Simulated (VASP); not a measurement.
A run of VASP 6.6.1:

POSCAR

```
CuAu3
1.0
    4.0643982600      0.0000000000      0.0000000000
    0.0000000000      4.0643982600      0.0000000000
    0.0000000000      0.0000000000      4.0643982600
Cu Au
1 3
Direct
    0.0000000000      0.0000000000      0.0000000000
    0.0000000000      0.5000000000      0.5000000000
    0.5000000000      0.0000000000      0.5000000000
    0.5000000000      0.5000000000      0.0000000000
```

File INCAR.step1:

```
SYSTEM = CuAu3
PREC = Accurate ; ENCUT = 520
ISMEAR = -1 ; SIGMA = 0.1
LREAL = .False. ; LASPH = .True.
NELM = 80 ; NBANDS = 30
GGA = PE ; ALGO = Normal
EDIFF = 1E-4 ; LWAVE = .True.
LCHARG = .False.
```

The input INCAR.step2:

```
SYSTEM = CuAu3
PREC = Accurate ; ENCUT = 520
EDIFF = 1E-6 ; ISMEAR = -1
SIGMA = 0.1 ; LREAL = .False.
LASPH = .True. ; NELM = 80
ALGO = Normal ; ISIF = 2
LWAVE = .False. ; LCHARG = .True.
METAGGA = R2SCAN ; LMIXTAU = .True.
LELF = .True. ; LVHAR = .True.
NBANDS = 30 ; ISTART = 1
```

KPOINTS

```
regular mesh
0
Gamma
  8 8 8
  0 0 0
```

Potentials or basis: VASP PAW PBE potentials, release 64 (Cu, Au).

Run with:

```bash
$ cat potpaw_PBE.64/Cu/POTCAR potpaw_PBE.64/Au/POTCAR > POTCAR
$ cp INCAR.step1 INCAR
$ mpirun -np 1 vasp_std > vasp.out
$ cp INCAR.step2 INCAR
$ mpirun -np 1 vasp_std > vasp.out
```

Hardware: 1 thread of Intel Xeon 8259CL, with other jobs on the host.

**Question.** Estimate the wall time of this run.

**Answer.** Wall time 8.2 min on 1 thread of Intel Xeon 8259CL, on a shared host, peak memory 0.22 GiB. Counts: k points 35.
